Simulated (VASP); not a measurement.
A run of VASP 6.6.1 is set up as follows.

INCAR

```
SYSTEM = Cu
  AGGAC = 1.0
  AGGAX = 1.0
  ALDAC = 0.0
  ALDAX = 1.0
  ALGO = Normal
  EDIFF = 1E-6
  ENCUT = 600
  GGA = B5
  GGA_COMPAT = .FALSE.
  ISIF = 2
  ISMEAR = -1
  IVDW = 13
  LASPH = .TRUE.
  LCHARG = .TRUE.
  LELF = .TRUE.
  LREAL = .FALSE.
  LVHAR = .TRUE.
  LWAVE = .FALSE.
  NBANDS = 12
  NELM = 120
  PREC = Accurate
  SIGMA = 0.05
  VDW_A1 = 0.44488865
  VDW_A2 = 4.0933009
  VDW_S6 = 1.0
  VDW_S8 = 2.34076671
```

File KPOINTS:

```
k-points
0
G
  13 13 13
  0 0 0
```

Contents of POSCAR:

```
Cu
1.0
    0.0000000000      1.7706018915      1.7706018915
    1.7706018915      0.0000000000      1.7706018915
    1.7706018915      1.7706018915      0.0000000000
Cu
1
Direct
    0.0000000000      0.0000000000      0.0000000000
```

Potentials or basis: VASP PAW PBE potentials, release 64 (Cu).

Command:

```sh
$ cat potpaw_PBE.64/Cu/POTCAR > POTCAR
$ mpirun -np 1 vasp_std > vasp.out
```

Estimate the pressure.

5.8 GPa.

What does it give for the dispersion energy per atom?

-1.161 eV.

Caveat: the PAW data sets were made with another functional, which shifts forces and pressure a little; pairwise dispersion overbinds metals, which lowers pressure and volume.
